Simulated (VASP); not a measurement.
# GaAs (F-43m) in VASP: further runs

The runs below take GaAs through electric field gradients, with LDA.

Program: VASP 6.6.1. These are calculated values, not measurements. Logs are shortened: lines on timing, memory, paths and dates and some standing lists are left out, and cuts for length are marked.

### Step 1. The cell of the first run

It takes space group F-43m (No. 216, cubic). Conventional cell: a = 5.538 Å, b = 5.538 Å, c = 5.538 Å, α = 90.00°, β = 90.00°, γ = 90.00°. Within 3.2 Å of Ga (site symmetry -43m) lie 4 As at 2.40 Å. Within 3.2 Å of As (site symmetry -43m) lie 4 Ga at 2.40 Å.

### Step 2. Electric field gradients, LDA (volume scaled by 0.94)

INCAR reads:

```
SYSTEM = GaAs
ALGO = Normal
EDIFF = 1E-8
ENCUT = 520
ISIF = 2
ISMEAR = -1
LASPH = .True.
LCHARG = .False.
LEFG = .True.
LREAL = .False.
LWAVE = .False.
NBANDS = 16
NELM = 60
PREC = Accurate
SIGMA = 0.08
```

KPOINTS reads:

```
k-points
0
Gamma
  10 10 10
  0 0 0
```

POSCAR reads:

```
GaAs
1.0
    0.0000000000      2.7691429914      2.7691429914
    2.7691429914      0.0000000000      2.7691429914
    2.7691429914      2.7691429914      0.0000000000
Ga As
1 1
Direct
    0.0000000000      0.0000000000      0.0000000000
    0.7500000000      0.7500000000      0.7500000000
```

Potentials or basis: VASP PAW LDA potentials, release 64 (Ga_d, As).

Run with:

```console
$ cat potpaw_LDA.64/Ga_d/POTCAR potpaw_LDA.64/As/POTCAR > POTCAR
$ mpirun -np 1 vasp_std > vasp.out
```

OUTCAR:

```text
SYSTEM = GaAs
   EDIFF = 1E-8
   ENCUT = 520
   ISIF = 2
   ISMEAR = -1
   LASPH = .True.
   LREAL = .False.
   NELM = 60
   PREC = Accurate

 ion  position               nearest neighbor table
   1  0.000  0.000  0.000-   2 2.40   2 2.40   2 2.40   2 2.40
   2  0.750  0.750  0.750-   1 2.40   1 2.40   1 2.40   1 2.40

  LATTYP: Found a face centered cubic cell.
 ALAT       =     5.5382859828

  Lattice vectors:

 A1 = (   0.0000000000,   2.7691429914,   2.7691429914)
 A2 = (   2.7691429914,   0.0000000000,   2.7691429914)
 A3 = (   2.7691429914,   2.7691429914,   0.0000000000)

Analysis of symmetry for initial positions (statically):
=====================================================================
 Subroutine PRICEL returns:
 Original cell was already a primitive cell.

 Routine SETGRP: Setting up the symmetry group for a
 face centered cubic supercell.

 Subroutine GETGRP returns: Found 24 space group operations
 (whereof 24 operations were pure point group operations)
 out of a pool of 48 trial point group operations.

The static configuration has the point symmetry T_d .

Analysis of symmetry for dynamics (positions and initial velocities):
=====================================================================
 Subroutine PRICEL returns:
 Original cell was already a primitive cell.

 Routine SETGRP: Setting up the symmetry group for a
 face centered cubic supercell.

 Subroutine GETGRP returns: Found 24 space group operations
 (whereof 24 operations were pure point group operations)
 out of a pool of 48 trial point group operations.

The dynamic configuration has the point symmetry T_d .

 Subroutine INISYM returns: Found 24 space group operations
 (whereof 24 operations are pure point group operations),
 and found     1 'primitive' translations

----------------------------------------------------------------------------------------

                                     Primitive cell

  volume of cell :      42.4684

  direct lattice vectors                    reciprocal lattice vectors
     0.000000000  2.769142991  2.769142991    -0.180561279  0.180561279  0.180561279
     2.769142991  0.000000000  2.769142991     0.180561279 -0.180561279  0.180561279
     2.769142991  2.769142991  0.000000000     0.180561279  0.180561279 -0.180561279

  length of vectors
     3.916159575  3.916159575  3.916159575     0.312741309  0.312741309  0.312741309

  position of ions in fractional coordinates (direct lattice)
     0.000000000  0.000000000  0.000000000
     0.750000000  0.750000000  0.750000000

  ion indices of the primitive-cell ions
   primitive index   ion index
                 1           1
                 2           2

----------------------------------------------------------------------------------------

 KPOINTS: k-points

Automatic generation of k-mesh.
 Grid dimensions read from file:
 generate k-points for:   10   10   10

 Generating k-lattice:

  Cartesian coordinates                     Fractional coordinates (reciprocal lattice)
    -0.018056128  0.018056128  0.018056128     0.100000000  0.000000000  0.000000000
     0.018056128 -0.018056128  0.018056128     0.000000000  0.100000000  0.000000000
     0.018056128  0.018056128 -0.018056128     0.000000000  0.000000000  0.100000000

  Length of vectors
     0.031274131  0.031274131  0.031274131

  Shift w.r.t. Gamma in fractional coordinates (k-lattice)
     0.000000000  0.000000000  0.000000000

 Subroutine IBZKPT returns following result:
 ===========================================

 Found     47 irreducible k-points:

 Following reciprocal coordinates:
            Coordinates               Weight
  0.000000  0.000000  0.000000      1.000000
  0.100000  0.000000  0.000000      8.000000
  0.200000  0.000000  0.000000      8.000000
  0.300000  0.000000  0.000000      8.000000
  0.400000  0.000000  0.000000      8.000000
  0.500000  0.000000  0.000000      4.000000
[... 16 lines left out ...]
  0.300000  0.300000  0.000000      6.000000
  0.400000  0.300000  0.000000     24.000000
 [... further k-points ...]
   k-points           NKPTS =     47   k-points in BZ     NKDIM =     47   number of bands    NBANDS=     16
   number of dos      NEDOS =    301   number of ions     NIONS =      2
   total plane-waves  NPLWV =  27000
   dimension x,y,z NGX =    30 NGY =   30 NGZ =   30
   dimension x,y,z NGXF=    60 NGYF=   60 NGZF=   60
   ions per type =               1   1
   NGX,Y,Z   is equivalent  to a cutoff of  12.74, 12.74, 12.74 a.u.
   NGXF,Y,Z  is equivalent  to a cutoff of  25.47, 25.47, 25.47 a.u.
 SYSTEM =  GaAs
   PREC   = accura    normal or accurate (medium, high low for compatibility)
   ISTART =      0    job   : 0-new  1-cont  2-samecut
   ICHARG =      2    charge: 1-file 2-atom 10-const
   ISPIN  =      1    spin polarized calculation?
   LNONCOLLINEAR =      F non collinear calculations
   LSORBIT =      F    spin-orbit coupling
   LASPH  =      T    aspherical Exc in radial PAW
   ENCUT  =  520.0 eV  38.22 Ry    6.18 a.u.   7.28  7.28  7.28*2*pi/ulx,y,z
   NELM   =     60;   NELMIN=  2; NELMDL= -5     # of ELM steps
   EDIFF  = 0.1E-07   stopping-criterion for ELM
   LREAL  =      F    real-space projection
   EDIFFG = 0.1E-06   stopping-criterion for IOM
   NSW    =      0    number of steps for IOM
   IBRION =     -1    ionic relax: 0-MD 1-quasi-New 2-CG
   NFREE  =      0    steps in history (QN), initial steepest desc. (CG)
   ISIF   =      2    stress and relaxation
   ISYM   =      2    0-nonsym 1-usesym 2-fastsym
   POTIM  = 0.5000    time-step for ionic-motion
   TEBEG  =    0.0;   TEEND  =   0.0 temperature during run
   PSTRESS=    0.0 pullay stress
   NELECT =      18.0000    total number of electrons
   NUPDOWN=      -1.0000    fix difference up-down
   EMIN   =  10.00;   EMAX   =-10.00  energy-range for DOS
   EFERMI =   0.00;   METHOD = LEGACY
   ISMEAR =    -1;   SIGMA  =   0.08  broadening in eV -4-tet -1-fermi 0-gaus
   EFERMI_NEDOS =   21; number of points for ismear=-14 and -15
   IALGO  =     38    algorithm
   IMIX   =      4    mixing-type and parameters
     AMIX     =   0.40;   BMIX     =  1.00
     AMIX_MAG =   1.60;   BMIX_MAG =  1.00
  volume/ion in A,a.u.               =      21.23       143.30
  Fermi-wavevector in a.u.,A,eV,Ry     =   1.229731  2.323856 20.575267  1.512239
  Thomas-Fermi vector in A             =   2.364607
   LORBIT       =      0    0 simple, 1 ext, 2 COOP (PROOUT), +10 PAW based schemes
   GGA     = CA    functional components
   LHFCALC =     F    Hartree Fock is set to
   AEXX    =    0.0000 exact exchange contribution
   IVDW    =     0    specifies the selected vdW correction
   LEPSILON=     F    determine dielectric tensor
   LRPA    =     F    only Hartree local field effects (RPA)
 non-spin polarized calculation
  energy-cutoff  :      520.00
  volume of cell :       42.47
 maximum number of plane-waves:      1167
 NGX is ok and might be reduce to    30
   NGX = 15   NGY = 15   NGZ = 15

 number of electron      18.0000010 magnetization

 Free energy of the ion-electron system (eV)
  ---------------------------------------------------
  ext. energy  EPLUGINS =         0.00000000
  ---------------------------------------------------
  free energy    TOTEN  =        -9.62488012 eV

  energy without entropy =       -9.62483666  energy(sigma->0) =       -9.62485839

 E-fermi :   4.8727     XC(G=0): -10.1880

 val. band max:        4.4118588777   @ k =   0.0000   0.0000   0.0000
 cond. band min:       5.2182295462   @ k =   0.0000   0.0000   0.0000
 fundamental gap:      0.8063706685
 Fermi energy:         4.8726868697

 k-point     1 :       0.0000    0.0000    0.0000
  band No.  band energies     occupation
      1     -10.6415      2.00000
      2     -10.6415      2.00000
      3     -10.6415      2.00000
      4     -10.5472      2.00000
      5     -10.5472      2.00000
      6      -8.8144      2.00000
[... 8 lines left out ...]
     15      14.7405      0.00000
     16      14.7405      0.00000
[... 419 lines left out ...]
 k-point    24 :       0.4000    0.3000    0.0000
  band No.  band energies     occupation
      1     -10.7530      2.00000
      2     -10.5977      2.00000
      3     -10.5957      2.00000
      4     -10.5699      2.00000
      5     -10.5357      2.00000
      6      -6.9088      2.00000
[... 8 lines left out ...]
     15      16.9661      0.00000
     16      17.5488      0.00000

 [... further k-points ...]

------------------------ aborting loop because EDIFF is reached ----------------------------------------

  FORCE on cell =-STRESS in cart. coord.  units (eV):
  Direction    XX          YY          ZZ          XY          YZ          ZX
  --------------------------------------------------------------------------------------
  -------------------------------------------------------------------------------------
  Total        0.8454552      0.8454552      0.8454552      0.0000000      0.0000000      0.0000000
  in kB       31.8959136     31.8959136     31.8959136      0.0000000      0.0000000      0.0000000
  external PRESSURE =      31.8959136 kB  Pullay stress =       0.0000000 kB

 VOLUME and BASIS-vectors are now :
 -----------------------------------------------------------------------------
  energy-cutoff  :      520.00
  volume of cell :       42.47
      direct lattice vectors                 reciprocal lattice vectors
     0.000000000  2.769142991  2.769142991    -0.180561279  0.180561279  0.180561279
     2.769142991  0.000000000  2.769142991     0.180561279 -0.180561279  0.180561279
     2.769142991  2.769142991  0.000000000     0.180561279  0.180561279 -0.180561279

 POSITION                                       TOTAL-FORCE (eV/Angst)
 -----------------------------------------------------------------------------------
      0.00000      0.00000      0.00000         0.000000     -0.000000      0.000000
      4.15371      4.15371      4.15371        -0.000000      0.000000     -0.000000
 -----------------------------------------------------------------------------------
    total drift:                                0.000000      0.000000      0.000000

  FREE ENERGIE OF THE ION-ELECTRON SYSTEM (eV)
  ---------------------------------------------------
  free  energy   TOTEN  =        -9.6248801229 eV

  energy  without entropy=       -9.6248366568  energy(sigma->0) =       -9.62485839

 Electric field gradients (V/A^2)
---------------------------------------------------------------------
 ion       V_xx      V_yy      V_zz      V_xy      V_xz      V_yz
---------------------------------------------------------------------
   1       0.000    -0.000     0.000    -0.003    -0.003    -0.003
   2      -0.000     0.000     0.000    -0.000    -0.000    -0.000
---------------------------------------------------------------------

 Electric field gradients after diagonalization (V/A^2)
 (convention: |V_zz| > |V_xx| > |V_yy|)
----------------------------------------------------------------------
 ion       V_xx      V_yy      V_zz     asymmetry (V_yy - V_xx)/ V_zz
----------------------------------------------------------------------
   1       0.003     0.003    -0.006       0.000
   2       0.000     0.000    -0.000       0.000
----------------------------------------------------------------------

           NMR quadrupolar parameters

 Cq : quadrupolar parameter    Cq=e*Q*V_zz/h
 eta: asymmetry parameters     (V_yy - V_xx)/ V_zz
 Q  : nuclear electric quadrupole moment in mb (millibarn)
----------------------------------------------------------------------
 ion       Cq(MHz)       eta       Q (mb)
----------------------------------------------------------------------
   1      -0.000       0.000       1.000
   2      -0.000       0.000       1.000
----------------------------------------------------------------------
```

Wall time 1.7 min (1 thread of AMD EPYC 7R13 (Zen 3), shared host); peak memory 0.14 GiB.

What came out:

```yaml
Free_energy: -9.6249 eV
Pressure: 3.2 GPa
Band_gap_on_the_k_mesh: 0.81 eV, direct
```

Caveat: without QUAD_EFG the Cq values of the log hold for a quadrupole moment of 1 mb, not for the nuclei.

(Part 1 of 3 ends here.)
